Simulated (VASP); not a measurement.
# KPd2Se2I (P3m1) in VASP: single point with PBE

Aim: the single point of KPd2Se2I with PBE.

Everything below comes from runs of VASP 6.6.1. Logs are shortened: lines on timing, memory, paths and dates and some standing lists are left out, and cuts for length are marked.

**1. The cell of the first run**

The structure is trigonal, space group P3m1 (No. 156). Conventional cell: a = 4.046 Å, b = 4.046 Å, c = 11.117 Å, α = 90.00°, β = 90.00°, γ = 120.00°. K (site symmetry 3m) has 3 I at 3.35 Å and 3 Se at 3.38 Å and 6 K at 4.05 Å and 3 Pd at 4.06 Å within 4.4 Å. Within 3.3 Å of Pd (site symmetry 3m) lie 4 Se at 2.49 to 2.59 Å and 3 Pd at 2.82 Å. Within 3.4 Å of Pd (site symmetry 3m) lie 6 Se at 2.55 to 3.38 Å and 3 Pd at 2.82 Å. Within 3.4 Å of Se (site symmetry 3m) lie 6 Pd at 2.49 to 3.38 Å and 3 K at 3.38 Å. Se (site symmetry 3m) has 4 Pd at 2.55 to 2.59 Å within 3.4 Å. I (site symmetry 3m) has 3 K at 3.35 Å and 3 Se at 3.65 Å and 6 I at 4.05 Å and 3 Pd at 4.48 Å within 4.5 Å.

The cell was built from a structure type or drawn by symmetry, and may not be a known phase.

**2. Single point, PBE**

Contents of INCAR:

```
SYSTEM = KPd2Se2I
PREC = Accurate
ENCUT = 520
EDIFF = 1E-6
ISMEAR = 0
SIGMA = 0.1
LREAL = .FALSE.
LASPH = .TRUE.
NELM = 100
ALGO = Fast
ISIF = 2
LWAVE = .FALSE.
LCHARG = .FALSE.
GGA = PE
NBANDS = 33
```

Contents of KPOINTS:

```
regular mesh
0
G
  12 12 4
  0 0 0
```

Contents of POSCAR:

```
KPd2Se2I
1.0
    4.0458508532      0.0000000000      0.0000000000
   -2.0229254266      3.5038096188      0.0000000000
    0.0000000000      0.0000000000     11.1173403100
K Pd Se I
1 2 2 1
Direct
    0.0000000000      0.0000000000      0.0374080242
    0.3333333333      0.6666666667      0.3362185180
    0.0000000000      0.0000000000      0.4778244145
    0.6666666667      0.3333333333      0.2577709601
    0.3333333333      0.6666666667      0.5694249562
    0.6666666667      0.3333333333      0.8213520971
```

Potentials or basis: VASP PAW PBE potentials, release 64 (K_sv, Pd, Se, I).

Started as:

```bash
$ cat potpaw_PBE.64/K_sv/POTCAR potpaw_PBE.64/Pd/POTCAR potpaw_PBE.64/Se/POTCAR potpaw_PBE.64/I/POTCAR > POTCAR
$ mpirun -np 1 vasp_std > vasp.out
```

OUTCAR:

```text
SYSTEM = KPd2Se2I
   PREC = Accurate
   ENCUT = 520
   EDIFF = 1E-6
   ISMEAR = 0
   LREAL = .FALSE.
   LASPH = .TRUE.
   NELM = 100
   ISIF = 2
   GGA = PE

 ion  position               nearest neighbor table
   1  0.000  0.000  0.037-   6 3.35   6 3.35   6 3.35
   2  0.333  0.667  0.336-   4 2.49   4 2.49   4 2.49   5 2.59   3 2.82   3 2.82   3 2.82
   3  0.000  0.000  0.478-   5 2.55   5 2.55   5 2.55   2 2.82   2 2.82   2 2.82
   4  0.667  0.333  0.258-   2 2.49   2 2.49   2 2.49
   5  0.333  0.667  0.569-   3 2.55   3 2.55   3 2.55   2 2.59
   6  0.667  0.333  0.821-   1 3.35   1 3.35   1 3.35

  LATTYP: Found a hexagonal cell.
 ALAT       =     4.0458508532
 C/A-ratio  =     2.7478374051

  Lattice vectors:

 A1 = (   4.0458508532,   0.0000000000,   0.0000000000)
 A2 = (  -2.0229254266,   3.5038096188,   0.0000000000)
 A3 = (   0.0000000000,   0.0000000000,  11.1173403100)

Analysis of symmetry for initial positions (statically):
=====================================================================
 Subroutine PRICEL returns:
 Original cell was already a primitive cell.

 Routine SETGRP: Setting up the symmetry group for a
 hexagonal supercell.

 Subroutine GETGRP returns: Found  6 space group operations
 (whereof  6 operations were pure point group operations)
 out of a pool of 24 trial point group operations.

The static configuration has the point symmetry C_3v.

Analysis of symmetry for dynamics (positions and initial velocities):
=====================================================================
 Subroutine PRICEL returns:
 Original cell was already a primitive cell.

 Routine SETGRP: Setting up the symmetry group for a
 hexagonal supercell.

 Subroutine GETGRP returns: Found  6 space group operations
 (whereof  6 operations were pure point group operations)
 out of a pool of 24 trial point group operations.

The dynamic configuration has the point symmetry C_3v.

 Subroutine INISYM returns: Found  6 space group operations
 (whereof  6 operations are pure point group operations),
 and found     1 'primitive' translations

----------------------------------------------------------------------------------------

                                     Primitive cell

  volume of cell :     157.5982

  direct lattice vectors                    reciprocal lattice vectors
     4.045850853  0.000000000  0.000000000     0.247166798  0.142701817  0.000000000
    -2.022925427  3.503809619  0.000000000     0.000000000  0.285403635  0.000000000
     0.000000000  0.000000000 11.117340310     0.000000000  0.000000000  0.089949572

  length of vectors
     4.045850853  4.045850853 11.117340310     0.285403635  0.285403635  0.089949572

  position of ions in fractional coordinates (direct lattice)
     0.000000000  0.000000000  0.037408024
     0.333333333  0.666666667  0.336218518
     0.000000000  0.000000000  0.477824414
     0.666666667  0.333333333  0.257770960
     0.333333333  0.666666667  0.569424956
     0.666666667  0.333333333  0.821352097

  ion indices of the primitive-cell ions
   primitive index   ion index
                 1           1
                 2           2
                 3           3
                 4           4
                 5           5
                 6           6

----------------------------------------------------------------------------------------

 KPOINTS: regular mesh

Automatic generation of k-mesh.
 Grid dimensions read from file:
 generate k-points for:   12   12    4

 Generating k-lattice:

  Cartesian coordinates                     Fractional coordinates (reciprocal lattice)
     0.020597233  0.011891818  0.000000000     0.083333333  0.000000000  0.000000000
     0.000000000  0.023783636  0.000000000     0.000000000  0.083333333  0.000000000
     0.000000000  0.000000000  0.022487393     0.000000000  0.000000000  0.250000000

  Length of vectors
     0.023783636  0.023783636  0.022487393

  Shift w.r.t. Gamma in fractional coordinates (k-lattice)
     0.000000000  0.000000000  0.000000000

 Subroutine IBZKPT returns following result:
 ===========================================

 Found     69 irreducible k-points:

 Following reciprocal coordinates:
            Coordinates               Weight
  0.000000  0.000000  0.000000      1.000000
  0.083333  0.000000  0.000000      6.000000
  0.166667  0.000000  0.000000      6.000000
  0.250000  0.000000  0.000000      6.000000
  0.333333 -0.000000  0.000000      6.000000
  0.416667 -0.000000  0.000000      6.000000
[... 16 lines left out ...]
  0.166667  0.000000  0.250000      6.000000
  0.000000  0.166667  0.250000      6.000000
 [... further k-points ...]
   k-points           NKPTS =     69   k-points in BZ     NKDIM =     69   number of bands    NBANDS=     33
   number of dos      NEDOS =    301   number of ions     NIONS =      6
   total plane-waves  NPLWV =  75600
   dimension x,y,z NGX =    30 NGY =   30 NGZ =   84
   dimension x,y,z NGXF=    60 NGYF=   60 NGZF=  168
   ions per type =               1   2   2   1
   NGX,Y,Z   is equivalent  to a cutoff of  12.33, 12.33, 12.56 a.u.
   NGXF,Y,Z  is equivalent  to a cutoff of  24.65, 24.65, 25.12 a.u.
 SYSTEM =  KPd2Se2I
   PREC   = accura    normal or accurate (medium, high low for compatibility)
   ISTART =      0    job   : 0-new  1-cont  2-samecut
   ICHARG =      2    charge: 1-file 2-atom 10-const
   ISPIN  =      1    spin polarized calculation?
   LNONCOLLINEAR =      F non collinear calculations
   LSORBIT =      F    spin-orbit coupling
   LASPH  =      T    aspherical Exc in radial PAW
   ENCUT  =  520.0 eV  38.22 Ry    6.18 a.u.   7.52  7.52 20.67*2*pi/ulx,y,z
   NELM   =    100;   NELMIN=  2; NELMDL= -5     # of ELM steps
   EDIFF  = 0.1E-05   stopping-criterion for ELM
   LREAL  =      F    real-space projection
   EDIFFG = 0.1E-04   stopping-criterion for IOM
   NSW    =      0    number of steps for IOM
   IBRION =     -1    ionic relax: 0-MD 1-quasi-New 2-CG
   NFREE  =      0    steps in history (QN), initial steepest desc. (CG)
   ISIF   =      2    stress and relaxation
   ISYM   =      2    0-nonsym 1-usesym 2-fastsym
   POTIM  = 0.5000    time-step for ionic-motion
   TEBEG  =    0.0;   TEEND  =   0.0 temperature during run
   PSTRESS=    0.0 pullay stress
   NELECT =      48.0000    total number of electrons
   NUPDOWN=      -1.0000    fix difference up-down
   EMIN   =  10.00;   EMAX   =-10.00  energy-range for DOS
   EFERMI =   0.00;   METHOD = LEGACY
   ISMEAR =     0;   SIGMA  =   0.10  broadening in eV -4-tet -1-fermi 0-gaus
   EFERMI_NEDOS =   21; number of points for ismear=-14 and -15
   IALGO  =     68    algorithm
   IMIX   =      4    mixing-type and parameters
     AMIX     =   0.40;   BMIX     =  1.00
     AMIX_MAG =   1.60;   BMIX_MAG =  1.00
  volume/ion in A,a.u.               =      26.27       177.25
  Fermi-wavevector in a.u.,A,eV,Ry     =   1.101467  2.081471 16.506990  1.213230
  Thomas-Fermi vector in A             =   2.237895
   LORBIT       =      0    0 simple, 1 ext, 2 COOP (PROOUT), +10 PAW based schemes
   GGA     = PE    functional components
   LHFCALC =     F    Hartree Fock is set to
   AEXX    =    0.0000 exact exchange contribution
   IVDW    =     0    specifies the selected vdW correction
   LEPSILON=     F    determine dielectric tensor
   LRPA    =     F    only Hartree local field effects (RPA)
 non-spin polarized calculation
 RMM-DIIS sequential band-by-band and
 Gauss-broadening in eV      SIGMA  =   0.10
  energy-cutoff  :      520.00
  volume of cell :      157.60
 maximum number of plane-waves:      4278
   NGX = 15   NGY = 15   NGZ = 41

 number of electron      48.0000008 magnetization

 Free energy of the ion-electron system (eV)
  ---------------------------------------------------
  ext. energy  EPLUGINS =         0.00000000
  ---------------------------------------------------
  free energy    TOTEN  =       -22.51670708 eV

  energy without entropy =      -22.49606639  energy(sigma->0) =      -22.50638673

 E-fermi :   3.7168     XC(G=0):  -9.3234

 val. band max:        3.7003957820   @ k =   0.0833   0.0833   0.5000
 cond. band min:       3.7182362331   @ k =   0.0833   0.0833   0.2500
 fundamental gap:      0.0178404510
 Fermi energy:         3.7167816352

 k-point     1 :       0.0000    0.0000    0.0000
  band No.  band energies     occupation
      1     -26.4270      2.00000
      2     -10.2383      2.00000
      3      -9.8725      2.00000
      4      -9.8725      2.00000
      5      -9.8047      2.00000
      6      -9.4160      2.00000
[... 25 lines left out ...]
     32      10.1279      0.00000
     33      10.3215      0.00000

 k-point     2 :       0.0833    0.0000    0.0000
  band No.  band energies     occupation
      1     -26.4256      2.00000
      2     -10.2170      2.00000
      3      -9.9030      2.00000
      4      -9.8763      2.00000
      5      -9.7686      2.00000
      6      -9.4028      2.00000
[... 25 lines left out ...]
     32      10.1974      0.00000
     33      10.2761      0.00000

 k-point     3 :       0.1667    0.0000    0.0000
  band No.  band energies     occupation
      1     -26.4219      2.00000
      2     -10.1611      2.00000
      3      -9.9629      2.00000
      4      -9.8864      2.00000
      5      -9.6854      2.00000
      6      -9.3691      2.00000
[... 25 lines left out ...]
     32      10.2586      0.00000
     33      10.4674      0.00000

 k-point     4 :       0.2500    0.0000    0.0000
  band No.  band energies     occupation
      1     -26.4167      2.00000
      2     -10.1067      2.00000
      3     -10.0115      2.00000
      4      -9.9002      2.00000
      5      -9.5719      2.00000
      6      -9.3271      2.00000
[... 673 lines left out ...]
     32      10.2043      0.00000
     33      10.3654      0.00000

 k-point    23 :       0.1667    0.0000    0.2500
  band No.  band energies     occupation
      1     -26.4219      2.00000
      2     -10.1669      2.00000
      3      -9.9614      2.00000
      4      -9.8864      2.00000
      5      -9.6641      2.00000
      6      -9.3885      2.00000
[... 25 lines left out ...]
     32      10.1840      0.00000
     33      10.5492      0.00000

 k-point    24 :       0.0000    0.1667    0.2500
  band No.  band energies     occupation
      1     -26.4219      2.00000
      2     -10.1669      2.00000
      3      -9.9614      2.00000
      4      -9.8864      2.00000
      5      -9.6642      2.00000
      6      -9.3884      2.00000
[... 25 lines left out ...]
     32      10.4757      0.00000
     33      10.6356      0.00000

 [... further k-points ...]

------------------------ aborting loop because EDIFF is reached ----------------------------------------

  FORCE on cell =-STRESS in cart. coord.  units (eV):
  Direction    XX          YY          ZZ          XY          YZ          ZX
  --------------------------------------------------------------------------------------
  -------------------------------------------------------------------------------------
  Total        0.0562444      0.0562444      0.0623745      0.0000000      0.0000000      0.0000000
  in kB        0.5717923      0.5717923      0.6341123      0.0000000      0.0000000      0.0000000
  external PRESSURE =       0.5925656 kB  Pullay stress =       0.0000000 kB

 VOLUME and BASIS-vectors are now :
 -----------------------------------------------------------------------------
  energy-cutoff  :      520.00
  volume of cell :      157.60
      direct lattice vectors                 reciprocal lattice vectors
     4.045850853  0.000000000  0.000000000     0.247166798  0.142701817  0.000000000
    -2.022925427  3.503809619  0.000000000     0.000000000  0.285403635  0.000000000
     0.000000000  0.000000000 11.117340310     0.000000000  0.000000000  0.089949572

 POSITION                                       TOTAL-FORCE (eV/Angst)
 -----------------------------------------------------------------------------------
      0.00000      0.00000      0.41588         0.000000     -0.000000     -0.002933
     -0.00000      2.33587      3.73786        -0.000000      0.000000      0.005282
      0.00000      0.00000      5.31214        -0.000000     -0.000000     -0.004244
      2.02293      1.16794      2.86573         0.000000     -0.000000      0.002206
     -0.00000      2.33587      6.33049        -0.000000     -0.000000      0.010611
      2.02293      1.16794      9.13125        -0.000000     -0.000000     -0.010923
 -----------------------------------------------------------------------------------
    total drift:                                0.000000     -0.000000     -0.003695

  FREE ENERGIE OF THE ION-ELECTRON SYSTEM (eV)
  ---------------------------------------------------
  free  energy   TOTEN  =       -22.5167070813 eV

  energy  without entropy=      -22.4960663858  energy(sigma->0) =      -22.50638673
```

It took 6.1 min on 1 thread of Intel Xeon 6975P-C (Granite Rapids), shared host; peak memory 0.52 GiB.

What came out:

| Item | Value |
| --- | --- |
| Free energy | -22.5167 eV |
| Pressure | 0.1 GPa |
| Largest force | 0.011 eV/Å |
| Band gap on the k mesh | zero (bands 24 and 25 overlap by 1.34 eV) |

Forces in eV/Å, atoms in the order of the input:
```
K    0.000  0.000 -0.003
Pd   0.000  0.000  0.005
Pd   0.000  0.000 -0.004
Se   0.000  0.000  0.002
Se   0.000  0.000  0.011
I    0.000  0.000 -0.011
```

Levels at points of the mesh, in eV from the Fermi level:
| k point | band 20 | band 21 | band 22 | band 23 | band 24 | band 25 | band 26 | band 27 | band 28 | band 29 |
| --- | --- | --- | --- | --- | --- | --- | --- | --- | --- | --- |
| (0.00, 0.00, 0.00) | 0.09 | 0.09 | 0.30 | 0.85 | 0.85 | 1.15 | 1.15 | 1.92 | 3.57 | 4.31 |
| (0.50, 0.00, 0.00) | -1.80 | -1.40 | -1.19 | -0.91 | -0.52 | -0.41 | 0.88 | 3.43 | 4.01 | 4.44 |
| (0.00, 0.00, 0.50) | -0.08 | 0.09 | 0.09 | 0.84 | 0.84 | 1.15 | 1.15 | 2.50 | 3.47 | 3.98 |
| (0.50, 0.00, 0.50) | -1.79 | -1.50 | -1.21 | -0.74 | -0.58 | -0.49 | 0.86 | 3.50 | 4.15 | 4.56 |

Caveat: spin-orbit coupling is left out, which moves the levels of the heavy elements.
